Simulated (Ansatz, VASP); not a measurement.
**Two plane-wave programs on SnO**

File INCAR:

```
PREC     = Accurate       # precision mode
ENCUT    = 520            # plane-wave cutoff, eV
EDIFF    = 1E-6           # SCF threshold, eV
ISMEAR   = 0              # smearing method
SIGMA    = 0.01           # smearing width, eV
LREAL    = False          # projectors in reciprocal space
LASPH    = True           # aspherical terms in the spheres
NELM     = 60             # most SCF steps
ALGO     = Normal         # electronic algorithm
ISIF     = 2              # what is computed and relaxed
LWAVE    = False          # write WAVECAR
LCHARG   = True           # write CHGCAR
GGA      = PS             # functional
LELF     = True           # ELF
LVHAR    = True         
NBANDS   = 28             # bands
```

KPOINTS

```
regular mesh
0
Gamma
  4 2 3
```

File POSCAR:

```
SnO
1.0
    3.3550050000      0.0000000000      0.0000000000
    0.0000000000      5.6741040000      0.0000000000
    0.0000000000      0.0000000000      4.2219700000
Sn O
2 2
Direct
    0.0000000000      0.2319090000      0.5131440000
    0.5000000000      0.7680910000      0.0131440000
    0.0000000000      0.8912500000      0.7368570000
    0.5000000000      0.1087500000      0.2368570000
```

Input for Ansatz:

```yaml
crystal:
  lattice:
    - [3.355005, 0.0, 0.0]
    - [0.0, 5.674104, 0.0]
    - [0.0, 0.0, 4.22197]
  atoms:
    - { symbol: Sn, position: [0.0, 0.231909, 0.513144] }
    - { symbol: Sn, position: [0.5, 0.768091, 0.013144] }
    - { symbol: O, position: [0.0, 0.89125, 0.736857] }
    - { symbol: O, position: [0.5, 0.10875, 0.236857] }
kpoints:
  mp_grid:
    grid: [4, 2, 3]
hamiltonian:
  xc: pbesol
scf:
  occupations:
    method: fixed
output:
  eigenvalues: true
```

Alike in both runs: task single point; functional PBEsol; k mesh 4 × 2 × 3; no spin polarisation.

|  | VASP | Ansatz |
| --- | --- | --- |
| version | VASP 6.6.1 | Ansatz 0.2.0 |
| potentials or method | VASP PAW PBE potentials, release 64 (Sn_d, O) | plane waves, PAW |
| plane-wave cutoff (eV) | 520 | 420 |
| occupations | gaussian, width 0.01 eV | fixed |
| valence electrons in the cell | 40 | 40 |

|  | VASP | Ansatz | Ansatz less VASP |
| --- | --- | --- | --- |
| gap on the k mesh at the Fermi level (eV) | 1.60 | 1.62 | +0.011 |

VASP's potentials were made for PBE, not for PBEsol.

The k mesh is coarse, so the values compare programs but aren't converged.
